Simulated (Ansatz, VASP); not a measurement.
**HfO2: VASP beside Ansatz**

The input POSCAR:

```
HfO2
1.0
    3.5051588118      0.0000000000      0.0000000000
    0.0000000000      3.5051588118      0.0000000000
    0.0000000000      0.0000000000      5.2561842798
Hf O
2 4
Direct
    0.5000000000      0.5000000000      0.5000000000
    0.0000000000      0.0000000000      0.0000000000
    0.0000000000      0.5000000000      0.6977831959
    0.5000000000      0.0000000000      0.8022168041
    0.5000000000      0.0000000000      0.3022168041
    0.0000000000      0.5000000000      0.1977831959
```

File INCAR.step1:

```
PREC = Accurate
ENCUT = 520
ISMEAR = 0
SIGMA = 0.01
LREAL = False
LASPH = True
NELM = 60
NBANDS = 31
GGA = PE
ALGO = Normal
EDIFF = 1E-4
LWAVE = True
LCHARG = False
```

File INCAR.step2:

```
PREC = Accurate
ENCUT = 520
EDIFF = 1E-7
ISMEAR = 0
SIGMA = 0.01
LREAL = False
LASPH = True
NELM = 60
ALGO = Normal
ISIF = 2
LWAVE = False
LCHARG = True
METAGGA = R2SCAN
LMIXTAU = True
LELF = True
LVHAR = True
NBANDS = 31
ISTART = 1
```

Contents of KPOINTS:

```
Automatic mesh
0
Gamma
  8 8 6
```

Input for Ansatz:

```yaml
crystal:
  lattice:
    - [3.5051588118, 0.0, 0.0]
    - [0.0, 3.5051588118, 0.0]
    - [0.0, 0.0, 5.2561842798]
  atoms:
    - { symbol: Hf, position: [0.5, 0.5, 0.5] }
    - { symbol: Hf, position: [0.0, 0.0, 0.0] }
    - { symbol: O, position: [0.0, 0.5, 0.6977831959] }
    - { symbol: O, position: [0.5, 0.0, 0.8022168041] }
    - { symbol: O, position: [0.5, 0.0, 0.3022168041] }
    - { symbol: O, position: [0.0, 0.5, 0.1977831959] }
kpoints:
  mp_grid: { grid: [8, 8, 6] }
  band_path:
    path:
      - [0.0, 0.0, 0.0]
      - [0.0, 0.5, 0.0]
      - [0.5, 0.5, 0.0]
      - [0.0, 0.0, 0.5]
      - [0.0, 0.5, 0.5]
      - [0.5, 0.5, 0.5]
    npoints: 1
hamiltonian:
  xc: r2scan
scf:
  occupations: { method: fixed }
  n_extra_bands: 5
output:
  forces: true
  stress: true
  eigenvalues: true
  write_density: true
  write_potential: true
  elf: true
  volumetric_format: npy
```

Change from the starting cell: epitaxial_xy strain -2.0%.

Alike in both runs: task single point; functional r2SCAN; k mesh 8 × 8 × 6; no spin polarisation.

|  | VASP | Ansatz |
| --- | --- | --- |
| version | VASP 6.6.1 | Ansatz 0.2.0 |
| potentials or method | VASP PAW PBE potentials, release 64 (Hf_pv, O) | plane waves, PAW |
| plane-wave cutoff (eV) | 520 | 500 |
| occupations | gaussian, width 0.01 eV | fixed |
| valence electrons in the cell | 44 | 76 |

|  | VASP | Ansatz | Ansatz less VASP |
| --- | --- | --- | --- |
| gap on the k mesh at the Fermi level (eV) | 5.27 | 5.27 | -0.004 |
| pressure (GPa) | 4.9 | 8.6 | +3.75 |
| traceless stress, the component that is largest in VASP (GPa) | -8.66 | -8.63 | +0.031 |
| rms of the force components (eV/Å) | 0.032 | 0.000 | -0.0313 |

VASP's potentials were made for PBE, not for r2SCAN. Atom by atom the forces differ by 0.032 eV/Å (rms over components). VASP's potentials hold 44 valence electrons a cell and Ansatz's 76, so a difference there can come from the potentials and not from the codes.

Neither program's run includes spin-orbit coupling.
